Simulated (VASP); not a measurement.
Crystal: Be.

```xyz
2
Lattice="2.3301 0.0000 0.0000 -1.1651 2.0179 0.0000 0.0000 0.0000 3.6545" Properties=species:S:1:pos:R:3 pbc="T T T"
Be    1.1651    0.6726    2.7409
Be    0.0000    1.3453    0.9136
```

Base run:

```yaml
Program: VASP 6.6.1
Functional: PBEsol
Potentials_or_basis: VASP PAW PBE potentials, release 64 (Be)
Cutoff: 520 eV
k_mesh: 13 × 13 × 8
Occupations: fermi-dirac, width 0.05 eV
Spin: no spin polarisation
```

Its results: band gap on the k mesh zero (bands 2 and 3 overlap by 1.58 eV); pressure -9.4 GPa.

Task: The run is repeated on the same cell with these changes: functional from PBEsol to LDA; potentials or basis from VASP PAW PBE potentials, release 64 (Be) to VASP PAW LDA potentials, release 64 (Be). What comes out?

Result: Band gap on the k mesh zero (bands 2 and 3 overlap by 1.56 eV); pressure -13.3 GPa.

Caveats: the cell stands under tension; the PAW data sets were made with another functional, which shifts forces and pressure a little (at least some runs).
